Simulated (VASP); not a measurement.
Here is a VASP 6.6.1 calculation.

POSCAR

```
Pt
1.0
    2.8385645450      0.0000000000      0.0000000000
   -1.4192822725      2.4582690063      0.0000000000
    0.0000000000      0.0000000000      4.9468080423
Pt
2
Direct
    0.3333333333      0.6666666667      0.2500000000
    0.6666666667      0.3333333333      0.7500000000
```

Contents of INCAR.step1:

```
SYSTEM = Pt
ALGO = Normal ; EDIFF = 1E-4
ENCUT = 520 ; GGA = PE
ISMEAR = -1 ; ISPIN = 2
LASPH = .TRUE. ; LCHARG = .FALSE.
LMAXMIX = 4 ; LREAL = .FALSE.
LWAVE = .TRUE. ; MAGMOM = 1 1
NBANDS = 21 ; NELM = 150
PREC = Accurate ; SIGMA = 0.05
```

INCAR.step2

```
SYSTEM = Pt
ALGO = Normal ; EDIFF = 1E-6
ENCUT = 520 ; ISIF = 2
ISMEAR = -1 ; ISPIN = 2
ISTART = 1 ; LASPH = .TRUE.
LCHARG = .TRUE. ; LELF = .TRUE.
LMAXMIX = 4 ; LMIXTAU = .TRUE.
LORBIT = 11 ; LREAL = .FALSE.
LVHAR = .TRUE. ; LWAVE = .FALSE.
MAGMOM = 1 1 ; METAGGA = R2SCAN
NBANDS = 21 ; NELM = 150
PREC = Accurate ; SIGMA = 0.05
```

KPOINTS

```
k-points
0
G
  15 15 8
  0 0 0
```

Potentials or basis: VASP PAW PBE potentials, release 64 (Pt).

Run with:

```sh
$ cat potpaw_PBE.64/Pt/POTCAR > POTCAR
$ cp INCAR.step1 INCAR
$ mpirun -np 1 vasp_std > vasp.out
$ cp INCAR.step2 INCAR
$ mpirun -np 1 vasp_std > vasp.out
```

Question: Estimate the net moment.

Answer: 0.01 μB per cell.

Question: Estimate the pressure.

Answer: -21.8 GPa.

Question: Predict the band gap on the k mesh.

Answer: Zero (filled and empty bands overlap).

Stress tensor (GPa, compression positive):
```
-22.82   0.00   0.00
  0.00 -22.82   0.00
  0.00   0.00 -19.67
```

Caveat: the cell stands under tension; the PAW data sets were made with another functional, which shifts forces and pressure a little; spin-orbit coupling is left out, which moves the levels of the heavy elements.
